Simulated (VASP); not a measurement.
SnO, 4 atoms in the cell. Symmetry: P4/nmm, No. 129, tetragonal system. The conventional cell has a = 3.726 Å, b = 3.726 Å, c = 4.836 Å, α = 90.00°, β = 90.00°, γ = 90.00°. Within 2.9 Å of Sn (site symmetry 4mm) lie 4 O at 2.19 Å. O (site symmetry -4m2) has 4 Sn at 2.19 Å and 4 O at 2.63 Å within 2.9 Å.  This cell differs from its parent crystal: equal xx and yy strain of -2 %.

| Quantity | Value |
| --- | --- |
| Program | VASP 6.6.1 |
| Task | electric field gradients |
| Functional | PBE |
| Potentials or basis | VASP PAW PBE potentials, release 64 (Sn_d, O) |
| Cutoff | 520 eV |
| k mesh | 8 × 8 × 6 |
| Occupations | fermi-dirac, width 0.01 eV |
| Spin | no spin polarisation |
| Dipole correction | no |
| Further INCAR settings | ALGO = Normal; EDIFF = 1e-08; NBANDS = 28 |

Potentials or basis: VASP PAW PBE potentials, release 64 (Sn_d, O).

Run with:

```bash
$ cat potpaw_PBE.64/Sn_d/POTCAR potpaw_PBE.64/O/POTCAR > POTCAR
$ mpirun -np 1 vasp_std > vasp.out
```

Hardware: 1 thread of Intel Xeon 8259CL, on a shared host.

Problem. Estimate the wall time of this run.

Solution. Run time: 2.8 min on 1 thread of Intel Xeon 8259CL, with other jobs on the host, peak memory 0.23 GiB. Counts: scf iterations 19, k points 60.
